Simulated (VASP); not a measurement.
# Be (P6_3/mmc) in VASP: notebook

Runs on Be. Level: LDA. Tasks: single point, relaxation of volume and atoms at fixed shape.

Program: VASP 6.6.1. These are calculated values, not measurements. Logs are shortened: lines on timing, memory, paths and dates and some standing lists are left out, and cuts for length are marked.

## 1. The cell of the first run

The structure is hexagonal, space group P6_3/mmc (No. 194). Conventional cell: a = 2.233 Å, b = 2.233 Å, c = 3.502 Å, α = 90.00°, β = 90.00°, γ = 120.00°. Within 2.9 Å of Be (site symmetry -6m2) lie 12 Be at 2.17 to 2.23 Å.

## 2. Single point, LDA

Input file INCAR:

```
SYSTEM = Be
  PREC = Accurate
  ENCUT = 520
  EDIFF = 1E-7
  ISMEAR = -1
  SIGMA = 0.1
  LREAL = .False.
  LASPH = .True.
  NELM = 80
  ALGO = Normal
  ISIF = 2
  LWAVE = .False.
  LCHARG = .False.
  NBANDS = 9
```

Input file KPOINTS:

```
regular mesh
0
Gamma
  13 13 7
  0 0 0
```

Input file POSCAR:

```
Be
1.0
    2.2326409130      0.0000000000      0.0000000000
   -1.1163204565      1.9335237482      0.0000000000
    0.0000000000      0.0000000000      3.5016109705
Be
2
Direct
    0.3333333333      0.6666666667      0.2500000000
    0.6666666667      0.3333333333      0.7500000000
```

Potentials or basis: VASP PAW LDA potentials, release 64 (Be).

On the command line:

```bash
cat potpaw_LDA.64/Be/POTCAR > POTCAR
mpirun -np 1 vasp_std > vasp.out
```

OUTCAR:

```text
SYSTEM = Be
   PREC = Accurate
   ENCUT = 520
   EDIFF = 1E-7
   ISMEAR = -1
   LREAL = .False.
   LASPH = .True.
   NELM = 80
   ISIF = 2

 ion  position               nearest neighbor table
   1  0.333  0.667  0.250-   2 2.17   2 2.17   2 2.17   2 2.17   2 2.17   2 2.17
   2  0.667  0.333  0.750-   1 2.17   1 2.17   1 2.17   1 2.17   1 2.17   1 2.17

  LATTYP: Found a hexagonal cell.
 ALAT       =     2.2326409130
 C/A-ratio  =     1.5683717655

  Lattice vectors:

 A1 = (   2.2326409130,   0.0000000000,   0.0000000000)
 A2 = (  -1.1163204565,   1.9335237482,   0.0000000000)
 A3 = (   0.0000000000,   0.0000000000,   3.5016109705)

Analysis of symmetry for initial positions (statically):
=====================================================================
 Subroutine PRICEL returns:
 Original cell was already a primitive cell.

 Routine SETGRP: Setting up the symmetry group for a
 hexagonal supercell.

 Subroutine GETGRP returns: Found 24 space group operations
 (whereof 12 operations were pure point group operations)
 out of a pool of 24 trial point group operations.

The static configuration has the point symmetry D_3d.
 The point group associated with its full space group is D_6h.

Analysis of symmetry for dynamics (positions and initial velocities):
=====================================================================
 Subroutine PRICEL returns:
 Original cell was already a primitive cell.

 Routine SETGRP: Setting up the symmetry group for a
 hexagonal supercell.

 Subroutine GETGRP returns: Found 24 space group operations
 (whereof 12 operations were pure point group operations)
 out of a pool of 24 trial point group operations.

The dynamic configuration has the point symmetry D_3d.
 The point group associated with its full space group is D_6h.

 Subroutine INISYM returns: Found 24 space group operations
 (whereof 12 operations are pure point group operations),
 and found     1 'primitive' translations

----------------------------------------------------------------------------------------

                                     Primitive cell

  volume of cell :      15.1160

  direct lattice vectors                    reciprocal lattice vectors
     2.232640913  0.000000000  0.000000000     0.447900060  0.258595220  0.000000000
    -1.116320457  1.933523748  0.000000000     0.000000000  0.517190441  0.000000000
     0.000000000  0.000000000  3.501610970     0.000000000  0.000000000  0.285582838

  length of vectors
     2.232640913  2.232640913  3.501610970     0.517190441  0.517190441  0.285582838

  position of ions in fractional coordinates (direct lattice)
     0.333333333  0.666666667  0.250000000
     0.666666667  0.333333333  0.750000000

  ion indices of the primitive-cell ions
   primitive index   ion index
                 1           1
                 2           2

----------------------------------------------------------------------------------------

 KPOINTS: regular mesh

Automatic generation of k-mesh.
 Grid dimensions read from file:
 generate k-points for:   13   13    7

 Generating k-lattice:

  Cartesian coordinates                     Fractional coordinates (reciprocal lattice)
     0.034453851  0.019891940  0.000000000     0.076923077 -0.000000000  0.000000000
     0.000000000  0.039783880  0.000000000     0.000000000  0.076923077  0.000000000
     0.000000000  0.000000000  0.040797548     0.000000000  0.000000000  0.142857143

  Length of vectors
     0.039783880  0.039783880  0.040797548

  Shift w.r.t. Gamma in fractional coordinates (k-lattice)
     0.000000000  0.000000000  0.000000000

 Subroutine IBZKPT returns following result:
 ===========================================

 Found     84 irreducible k-points:

 Following reciprocal coordinates:
            Coordinates               Weight
  0.000000  0.000000  0.000000      1.000000
  0.076923  0.000000  0.000000      6.000000
  0.153846  0.000000  0.000000      6.000000
  0.230769  0.000000  0.000000      6.000000
  0.307692  0.000000  0.000000      6.000000
  0.384615 -0.000000  0.000000      6.000000
[... 16 lines left out ...]
  0.076923  0.000000  0.142857     12.000000
  0.153846  0.000000  0.142857     12.000000
 [... further k-points ...]
   k-points           NKPTS =     84   k-points in BZ     NKDIM =     84   number of bands    NBANDS=      9
   number of dos      NEDOS =    301   number of ions     NIONS =      2
   total plane-waves  NPLWV =   9072
   dimension x,y,z NGX =    18 NGY =   18 NGZ =   28
   dimension x,y,z NGXF=    36 NGYF=   36 NGZF=   56
   ions per type =               2
   NGX,Y,Z   is equivalent  to a cutoff of  13.40, 13.40, 13.29 a.u.
   NGXF,Y,Z  is equivalent  to a cutoff of  26.81, 26.81, 26.59 a.u.
 SYSTEM =  Be
   PREC   = accura    normal or accurate (medium, high low for compatibility)
   ISTART =      0    job   : 0-new  1-cont  2-samecut
   ICHARG =      2    charge: 1-file 2-atom 10-const
   ISPIN  =      1    spin polarized calculation?
   LNONCOLLINEAR =      F non collinear calculations
   LSORBIT =      F    spin-orbit coupling
   LASPH  =      T    aspherical Exc in radial PAW
   ENCUT  =  520.0 eV  38.22 Ry    6.18 a.u.   4.15  4.15  6.51*2*pi/ulx,y,z
   NELM   =     80;   NELMIN=  2; NELMDL= -5     # of ELM steps
   EDIFF  = 0.1E-06   stopping-criterion for ELM
   LREAL  =      F    real-space projection
   EDIFFG = 0.1E-05   stopping-criterion for IOM
   NSW    =      0    number of steps for IOM
   IBRION =     -1    ionic relax: 0-MD 1-quasi-New 2-CG
   NFREE  =      0    steps in history (QN), initial steepest desc. (CG)
   ISIF   =      2    stress and relaxation
   ISYM   =      2    0-nonsym 1-usesym 2-fastsym
   POTIM  = 0.5000    time-step for ionic-motion
   TEBEG  =    0.0;   TEEND  =   0.0 temperature during run
   PSTRESS=    0.0 pullay stress
   NELECT =       4.0000    total number of electrons
   NUPDOWN=      -1.0000    fix difference up-down
   EMIN   =  10.00;   EMAX   =-10.00  energy-range for DOS
   EFERMI =   0.00;   METHOD = LEGACY
   ISMEAR =    -1;   SIGMA  =   0.10  broadening in eV -4-tet -1-fermi 0-gaus
   EFERMI_NEDOS =   21; number of points for ismear=-14 and -15
   IALGO  =     38    algorithm
   IMIX   =      4    mixing-type and parameters
     AMIX     =   0.40;   BMIX     =  1.00
     AMIX_MAG =   1.60;   BMIX_MAG =  1.00
  volume/ion in A,a.u.               =       7.56        51.00
  Fermi-wavevector in a.u.,A,eV,Ry     =   1.051032  1.986163 15.029933  1.104669
  Thomas-Fermi vector in A             =   2.186059
   LORBIT       =      0    0 simple, 1 ext, 2 COOP (PROOUT), +10 PAW based schemes
   GGA     = CA    functional components
   LHFCALC =     F    Hartree Fock is set to
   AEXX    =    0.0000 exact exchange contribution
   IVDW    =     0    specifies the selected vdW correction
   LEPSILON=     F    determine dielectric tensor
   LRPA    =     F    only Hartree local field effects (RPA)
 non-spin polarized calculation
  energy-cutoff  :      520.00
  volume of cell :       15.12
 maximum number of plane-waves:       420
 NGX is ok and might be reduce to    18
   NGX =  9   NGY =  9   NGZ = 13

 number of electron       4.0000000 magnetization

 Free energy of the ion-electron system (eV)
  ---------------------------------------------------
  ext. energy  EPLUGINS =         0.00000000
  ---------------------------------------------------
  free energy    TOTEN  =        -8.41796523 eV

  energy without entropy =       -8.41316304  energy(sigma->0) =       -8.41556413

 E-fermi :   6.9976     XC(G=0): -10.7702

 val. band max:        6.8676914600   @ k =   0.2308   0.1538   0.0000
 cond. band min:       7.0420631363   @ k =   0.3077   0.1538   0.0000
 fundamental gap:      0.1743716763
 Fermi energy:         6.9975888931

 k-point     1 :       0.0000    0.0000    0.0000
  band No.  band energies     occupation
      1      -4.3040      2.00000
      2       2.5751      2.00000
      3       8.5962      0.00000
      4      23.3593      0.00000
      5      23.3593      0.00000
      6      26.3073      0.00000
      7      26.3073      0.00000
      8      28.5478      0.00000
      9      35.0714      0.00000

 k-point     2 :       0.0769    0.0000    0.0000
  band No.  band energies     occupation
      1      -4.1346      2.00000
      2       2.8038      2.00000
      3       8.6291      0.00000
      4      22.0457      0.00000
      5      22.3916      0.00000
      6      26.3350      0.00000
      7      26.7565      0.00000
      8      28.1984      0.00000
      9      32.6919      0.00000

 k-point     3 :       0.1538    0.0000    0.0000
  band No.  band energies     occupation
      1      -3.6258      2.00000
      2       3.4884      2.00000
      3       8.7006      0.00000
      4      19.1983      0.00000
      5      20.7350      0.00000
      6      26.1646      0.00000
      7      26.8280      0.00000
      8      26.8745      0.00000
      9      29.6167      0.00000

 k-point     4 :       0.2308    0.0000    0.0000
  band No.  band energies     occupation
      1      -2.7767      2.00000
      2       4.6238      2.00000
      3       8.6641      0.00000
      4      16.2403      0.00000
      5      19.1956      0.00000
      6      24.2272      0.00000
      7      24.7524      0.00000
      8      26.2150      0.00000
      9      27.7780      0.00000
[... 205 lines left out ...]
 k-point    22 :       0.0000    0.0000    0.1429
  band No.  band energies     occupation
      1      -4.1264      2.00000
      2       1.6768      2.00000
      3       9.9204      0.00000
      4      23.5239      0.00000
      5      23.5239      0.00000
      6      26.2413      0.00000
      7      26.2413      0.00000
      8      27.2675      0.00000
      9      35.7536      0.00000

 k-point    23 :       0.0769    0.0000    0.1429
  band No.  band energies     occupation
      1      -3.9567      2.00000
      2       1.8825      2.00000
      3       9.9739      0.00000
      4      22.2205      0.00000
      5      22.5773      0.00000
      6      26.0679      0.00000
      7      26.5453      0.00000
      8      27.1981      0.00000
      9      32.6135      0.00000

 k-point    24 :       0.1538    0.0000    0.1429
  band No.  band energies     occupation
      1      -3.4473      2.00000
      2       2.4923      2.00000
      3      10.1082      0.00000
      4      19.3671      0.00000
      5      20.9412      0.00000
      6      25.4231      0.00000
      7      26.2529      0.00000
      8      26.3492      0.00000
      9      29.9031      0.00000

 [... further k-points ...]
[... 5 lines left out ...]
  --------------------------------------------------------------------------------------
  -------------------------------------------------------------------------------------
  Total        0.0556287      0.0556287      0.0095916     -0.0000000      0.0000000      0.0000000
  in kB        5.8962180      5.8962180      1.0166407     -0.0000000      0.0000000      0.0000000
  external PRESSURE =       4.2696923 kB  Pullay stress =       0.0000000 kB

 VOLUME and BASIS-vectors are now :
 -----------------------------------------------------------------------------
  energy-cutoff  :      520.00
  volume of cell :       15.12
      direct lattice vectors                 reciprocal lattice vectors
     2.232640913  0.000000000  0.000000000     0.447900060  0.258595220  0.000000000
    -1.116320457  1.933523748  0.000000000     0.000000000  0.517190441  0.000000000
     0.000000000  0.000000000  3.501610970     0.000000000  0.000000000  0.285582838

 POSITION                                       TOTAL-FORCE (eV/Angst)
 -----------------------------------------------------------------------------------
     -0.00000      1.28902      0.87540        -0.000000      0.000000      0.000000
      1.11632      0.64451      2.62621         0.000000     -0.000000      0.000000
 -----------------------------------------------------------------------------------
    total drift:                                0.000000     -0.000000      0.000000

  FREE ENERGIE OF THE ION-ELECTRON SYSTEM (eV)
  ---------------------------------------------------
  free  energy   TOTEN  =        -8.4179652314 eV

  energy  without entropy=       -8.4131630381  energy(sigma->0) =       -8.41556413
```

Run time: 11 s. Hardware: 1 thread of AMD EPYC 7R43 (Zen 3), shared host; peak memory 0.08 GiB.

What came out:

| Item | Value |
| --- | --- |
| Free energy | -8.4180 eV |
| Pressure | 0.4 GPa |
| Band gap on the k mesh | zero (band 2 reaches 8.23 eV, above the bottom of band 3 at 6.56 eV) |

Levels at points of the mesh, in eV from the Fermi level:
| k point | band 1 | band 2 | band 3 | band 4 | band 5 | band 6 |
| --- | --- | --- | --- | --- | --- | --- |
| (0.00, 0.00, 0.00) | -11.30 | -4.42 | 1.60 | 16.36 | 16.36 | 19.31 |

## 3. Relaxation of volume and atoms at fixed shape, LDA

This run uses another cell than the first one, of 8.11 Å³/atom, 1.072 times its volume.

Input file INCAR:

```
SYSTEM = Be
  PREC = Accurate
  ENCUT = 600
  EDIFF = 1E-6
  ISMEAR = -1
  SIGMA = 0.1
  LREAL = .False.
  LASPH = .True.
  NELM = 60
  ALGO = Normal
  ISIF = 8
  LWAVE = .False.
  LCHARG = .False.
  IBRION = 2
  NSW = 80
  EDIFFG = -0.01
```

KPOINTS is that of step 2.

Input file POSCAR:

```
Be
1.0
    2.2853000000      0.0000000000      0.0000000000
   -1.1426500000      1.9791278600      0.0000000000
    0.0000000000      0.0000000000      3.5842000000
Be
2
Direct
    0.3333333300      0.6666666700      0.2500000000
    0.6666666700      0.3333333300      0.7500000000
```

Potentials or basis: VASP PAW LDA potentials, release 64 (Be).

On the command line:

```bash
cat potpaw_LDA.64/Be/POTCAR > POTCAR
mpirun -np 1 vasp_std > vasp.out
```

Wall time 14 s (1 thread of AMD EPYC 7R43 (Zen 3), shared host); peak memory 0.08 GiB.

It converged, with:

- Free energy: -8.4181 eV
- Relaxed volume: 7.58 Å³/atom
- Relaxed cell: a = 2.235 Å, b = 2.235 Å, c = 3.506 Å, α = 90.00°, β = 90.00°, γ = 120.00°
- Space group after relaxing (to 0.05 Å): P6_3/mmc (No. 194)
- Energy gained by relaxing: 13.4 meV/atom
- Ionic steps: 3
- Pressure after relaxing: 0.0 GPa
- Band gap on the k mesh: zero (band 2 reaches 8.20 eV, above the bottom of band 3 at 6.54 eV)

Stress tensor (GPa, compression positive):
```
 0.15  0.00  0.00
 0.00  0.15  0.00
 0.00  0.00 -0.40
```

Step by step:
```
step  energy change (eV)  largest force (eV/Å)  pressure (GPa)  volume (Å³)
   1              0.0000                0.0000           -7.83        16.21
   2             -0.0263                0.0000           -1.14        15.30
   3             -0.0268                0.0000           -0.03        15.17
```

Final structure:
```xyz
2
Lattice="2.2353 0.0000 0.0000 -1.1176 1.9358 0.0000 0.0000 0.0000 3.5057" Properties=species:S:1:pos:R:3 pbc="T T T"
Be    0.0000    1.2905    0.8764
Be    1.1176    0.6453    2.6293
```

Levels at points of the mesh, in eV from the Fermi level:
| k point | band 1 | band 2 | band 3 | band 4 | band 5 |
| --- | --- | --- | --- | --- | --- |
| (0.00, 0.00, 0.00) | -11.28 | -4.41 | 1.58 | 16.32 | 16.32 |

LDA usually gives volumes a few per cent too small. Zero-point motion and thermal expansion aren't in these numbers.
